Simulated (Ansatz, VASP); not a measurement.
GaAs: VASP beside Ansatz

```
CELL_PARAMETERS angstrom
0.00000 2.90069 2.90069
2.90069 0.00000 2.90069
2.90069 2.90069 0.00000
ATOMIC_POSITIONS crystal
Ga 0.00000 0.00000 0.00000
As 0.25000 0.25000 0.25000
```

Alike in both runs: task single point; functional PBE; k mesh 6 × 6 × 6; no spin polarisation.

|  | VASP | Ansatz |
| --- | --- | --- |
| version | VASP 6.6.1 | Ansatz 0.2.0 |
| potentials or method | VASP PAW PBE potentials, release 64 (Ga_d, As) | plane waves, PAW |
| plane-wave cutoff (eV) | 500 | 420 |
| occupations | gaussian, width 0.01 eV | fixed |
| valence electrons in the cell | 18 | 28 |

```csv
,VASP,Ansatz,Ansatz less VASP
gap on the k mesh at the Fermi level (eV),none,none,-
pressure (GPa),-1.4,-1.5,-0.13
```

A gap of «none» marks a metal or a gap that the smearing closes. VASP's potentials hold 18 valence electrons a cell and Ansatz's 28, so a difference there can come from the potentials and not from the codes. Ansatz's warnings: unresolved pair at count.
